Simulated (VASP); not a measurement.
Set up this calculation in VASP 6.6.1, as the native input.

- Task: single point
- Functional: PBE
- Potentials or basis: VASP PAW PBE potentials, release 64 (Fe)
- Cutoff: 520 eV
- k mesh: 12 × 12 × 12
- Occupations: fermi-dirac, width 0.1 eV
- Spin: collinear spin, ferromagnetic start
- Starting moments: [2.88] μB
- Fixed moment: 2.88 μB
- Dipole correction: no
- Further INCAR settings: ALGO = Normal; EDIFF = 1e-07; NBANDS = 14

The structure of Fe lies in POSCAR:

```
Fe
1.0
    0.0000000000      1.8395000000      1.8395000000
    1.8395000000      0.0000000000      1.8395000000
    1.8395000000      1.8395000000      0.0000000000
Fe
1
Direct
    0.0000000000      0.0000000000      0.0000000000
```

These files were run (other wordings do the same):

INCAR

```
ALGO = Normal ; EDIFF = 1E-7
ENCUT = 520 ; GGA = PE
ISIF = 2 ; ISMEAR = -1
ISPIN = 2 ; LASPH = True
LCHARG = False ; LMAXMIX = 4
LORBIT = 11 ; LREAL = False
LWAVE = False ; MAGMOM = 2.88
NBANDS = 14 ; NELM = 150
NUPDOWN = 2.88 ; PREC = Accurate
SIGMA = 0.1
```

KPOINTS

```
k-points
0
Gamma
  12 12 12
```

Potentials or basis: VASP PAW PBE potentials, release 64 (Fe).

Command:

```bash
$ cat potpaw_PBE.64/Fe/POTCAR > POTCAR
$ mpirun -np 1 vasp_std > vasp.out
```

Results of the run:

| Property | Result |
| --- | --- |
| Pressure | 0.5 GPa |
| Net moment | 2.88 μB per cell |
| Site moments | Fe +2.86 μB |
| Valence electrons inside the program's atomic spheres | Fe 7.09 |

Caveat: the total moment is fixed, so each spin has its own Fermi level.

Wall time 13 s on 1 thread of Intel(R) Xeon(R) 6975P-C (Granite Rapids), with other jobs on the host, peak memory 0.14 GiB.
